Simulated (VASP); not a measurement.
MnO2, 6 atoms in the cell. Symmetry: P4_2/mnm, No. 136, tetragonal system. Conventional cell: a = 4.448 Å, b = 4.448 Å, c = 2.878 Å, α = 90.00°, β = 90.00°, γ = 90.00°. Mn (site symmetry mmm) has 6 O at 1.89 to 1.92 Å within 2.5 Å. Within 2.5 Å of O (site symmetry m2m) lie 3 Mn at 1.89 to 1.92 Å and 1 O at 2.45 Å. 

| Quantity | Value |
| --- | --- |
| Program | VASP 6.6.1 |
| Task | single point |
| Functional | PBE |
| Potentials or basis | VASP PAW PBE potentials, release 64 (Mn_pv, O) |
| Cutoff | 520 eV |
| k mesh | 4 × 4 × 8 |
| Occupations | gaussian, width 0.05 eV |
| Spin | collinear spin, ferromagnetic start |
| Starting moments | [3.0, 3.0, 0.0, 0.0, 0.0, 0.0] μB |
| Dipole correction | no |
| Further INCAR settings | ALGO = Normal; EDIFF = 1e-06; NBANDS = 38 |

Potentials or basis: VASP PAW PBE potentials, release 64 (Mn_pv, O).

The run is started by

```console
$ cat potpaw_PBE.64/Mn_pv/POTCAR potpaw_PBE.64/O/POTCAR > POTCAR
$ mpirun -np 1 vasp_std > vasp.out
```

Hardware: 1 thread of Intel Xeon 8259CL, with other jobs on the host.

**Question.** How long does it take, and how much memory?

**Answer.** It took 3.7 min on 1 thread of Intel Xeon 8259CL, on a shared host, peak memory 0.25 GiB. Counts: scf iterations 16, k points 30.
